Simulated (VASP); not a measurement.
Write the native input for VASP 6.6.1 that does the following.

* Task: single point
* Functional: LDA
* Potentials or basis: VASP PAW LDA potentials, release 64 (Mg)
* Cutoff: 520 eV
* k mesh: 6 × 6 × 4
* Occupations: gaussian, width 0.1 eV
* Spin: no spin polarisation
* Dipole correction: no
* Further INCAR settings: ALGO = Normal; EDIFF = 1e-06; NBANDS = 9

The structure of Mg lies in POSCAR:

```
Mg
1.0
    3.2093000000      0.0000000000      0.0000000000
   -1.6046500000      2.7793353300      0.0000000000
    0.0000000000      0.0000000000      5.2103000000
Mg
2
Direct
    0.3333333300      0.6666666700      0.2500000000
    0.6666666700      0.3333333300      0.7500000000
```

One way to write it, as run:

INCAR

```
SYSTEM = Mg
ALGO = Normal
EDIFF = 1E-6
ENCUT = 520
ISIF = 2
ISMEAR = 0
LASPH = .TRUE.
LCHARG = .FALSE.
LREAL = .FALSE.
LWAVE = .FALSE.
NBANDS = 9
NELM = 100
PREC = Accurate
SIGMA = 0.1
```

KPOINTS

```
k-points
0
G
  6 6 4
  0 0 0
```

Potentials or basis: VASP PAW LDA potentials, release 64 (Mg).

Launch:

```console
$ cat potpaw_LDA.64/Mg/POTCAR > POTCAR
$ mpirun -np 1 vasp_std > vasp.out
```

Results of the run:

```
Pressure               : -2.8 GPa
Band gap on the k mesh : zero (bands 2 and 3 overlap by 1.63 eV)
```

Caveat: the k points lie up to 0.38 Å⁻¹ apart, too coarse for converged energies and pressures of a metal.

It took 3.4 s on 1 thread of Intel(R) Xeon(R) 6975P-C (Granite Rapids), on a shared host, peak memory 0.14 GiB.
